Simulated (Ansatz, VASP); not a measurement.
# Two plane-wave programs on CsI

The input POSCAR:

```
CsI
1.0
    4.6081404514      0.0000000000      0.0000000000
    0.0000000000      4.6081404514      0.0000000000
    0.0000000000      0.0000000000      4.6081404514
Cs I
1 1
Direct
    0.0000000000      0.0000000000      0.0000000000
    0.5000000000      0.5000000000      0.5000000000
```

The input INCAR.step1:

```
PREC     = Accurate       # precision mode
ENCUT    = 550            # plane-wave cutoff, eV
ISMEAR   = 1              # smearing method
SIGMA    = 0.001          # smearing width, eV
LREAL    = False          # projectors in reciprocal space
LASPH    = True           # aspherical terms in the spheres
NELM     = 120            # most SCF steps
NBANDS   = 15             # bands
GGA      = PE             # functional
ALGO     = Normal         # electronic algorithm
EDIFF    = 1E-5           # SCF threshold, eV
LWAVE    = True           # write WAVECAR
LCHARG   = False          # write CHGCAR
GGA_COMPAT= False
```

Contents of INCAR.step2:

```
PREC     = Accurate       # precision mode
ENCUT    = 550            # plane-wave cutoff, eV
EDIFF    = 1E-6           # SCF threshold, eV
ISMEAR   = 1              # smearing method
SIGMA    = 0.001          # smearing width, eV
LREAL    = False          # projectors in reciprocal space
LASPH    = True           # aspherical terms in the spheres
NELM     = 120            # most SCF steps
ALGO     = Normal         # electronic algorithm
ISIF     = 2              # what is computed and relaxed
LWAVE    = False          # write WAVECAR
LCHARG   = True           # write CHGCAR
METAGGA  = R2SCAN         # meta-GGA
LMIXTAU  = True         
LELF     = True           # ELF
LVHAR    = True         
NBANDS   = 15             # bands
ISTART   = 1            
GGA_COMPAT= False
```

Contents of KPOINTS:

```
Automatic mesh
0
Gamma
  4 4 4
```

Input for Ansatz:

```yaml
crystal:
  lattice:
    - [4.6081404514, 0.0, 0.0]
    - [0.0, 4.6081404514, 0.0]
    - [0.0, 0.0, 4.6081404514]
  atoms:
    - { symbol: Cs, position: [0.0, 0.0, 0.0] }
    - { symbol: I, position: [0.5, 0.5, 0.5] }
kpoints:
  mp_grid: { grid: [4, 4, 4] }
hamiltonian:
  xc: r2scan
scf:
  occupations: { method: methfessel_paxton, width: 0.001 }
  n_extra_bands: 4
output:
  forces: true
  stress: true
  eigenvalues: true
```

Alike in both runs: task single point; functional r2SCAN; k mesh 4 × 4 × 4; occupations methfessel-paxton of order 1, width 0.001 eV; no spin polarisation.

|  | VASP | Ansatz |
| --- | --- | --- |
| version | VASP 6.6.1 | Ansatz 0.2.0 |
| potentials or method | VASP PAW PBE potentials, release 64 (Cs_sv, I) | plane waves |
| plane-wave cutoff (eV) | 550 | 500 |
| valence electrons in the cell | 16 | 26 |

VASP gave:

```
gap on the k mesh at the Fermi level (eV) : 4.50
pressure (GPa)                            : 0.1
```

Estimate Ansatz's values.

gap on the k mesh at the Fermi level (eV): 4.52; pressure (GPa): 0.0.

VASP's potentials were made for PBE, not for r2SCAN. VASP's potentials hold 16 valence electrons a cell and Ansatz's 26, so a difference there can come from the potentials and not from the codes.

Neither program's run includes spin-orbit coupling.
